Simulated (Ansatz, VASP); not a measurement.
**AlAs: VASP beside Ansatz**

File INCAR:

```
SYSTEM = AlAs
  ALGO = Normal
  EDIFF = 1E-6
  ENCUT = 500
  GGA = PE
  GGA_COMPAT = .FALSE.
  ISIF = 2
  ISMEAR = 0
  LASPH = .TRUE.
  LCHARG = .FALSE.
  LREAL = .FALSE.
  LWAVE = .FALSE.
  NBANDS = 11
  NELM = 120
  PREC = Accurate
  SIGMA = 0.05
```

The input KPOINTS:

```
k-points
0
G
  8 8 8
  0 0 0
```

File POSCAR:

```
AlAs
1.0
    0.0000000000      2.8304000000      2.8304000000
    2.8304000000      0.0000000000      2.8304000000
    2.8304000000      2.8304000000      0.0000000000
Al As
1 1
Direct
    0.0000000000      0.0000000000      0.0000000000
    0.7500000000      0.7500000000      0.7500000000
```

Input for Ansatz:

```yaml
crystal:
  lattice:
    - [0.0, 2.8304, 2.8304]
    - [2.8304, 0.0, 2.8304]
    - [2.8304, 2.8304, 0.0]
  atoms:
    - { symbol: Al, position: [0.0, 0.0, 0.0] }
    - { symbol: As, position: [0.75, 0.75, 0.75] }
basis:
  ecutwfc: 420
kpoints:
  mp_grid: { grid: [8, 8, 8] }
hamiltonian:
  xc: pbe
scf:
  occupations: { method: gaussian, width: 0.05 }
output:
  forces: true
  stress: true
  eigenvalues: true
```

Alike in both runs: task single point; functional PBE; k mesh 8 × 8 × 8; occupations gaussian, width 0.05 eV; no spin polarisation.

```csv
,VASP,Ansatz
version,VASP 6.6.1,Ansatz 0.2.0
potentials or method,"VASP PAW PBE potentials, release 64 (Al, As), cutoff 500 eV","scalar-relativistic, plane waves, PAW"
valence electrons in the cell,8,18
```

Ansatz gave:

* gap on the k mesh at the Fermi level (eV): 1.44
* least direct gap on the mesh (eV): 2.05
* pressure (GPa): 2.6

What did VASP give for the same quantities?

gap on the k mesh at the Fermi level (eV): 1.43; least direct gap on the mesh (eV): 2.06; pressure (GPa): 2.8.

The functional is the same, so the differences come from potentials, cutoffs and numerics. VASP's potentials hold 8 valence electrons a cell and Ansatz's 18, so a difference there can come from the potentials and not from the codes.
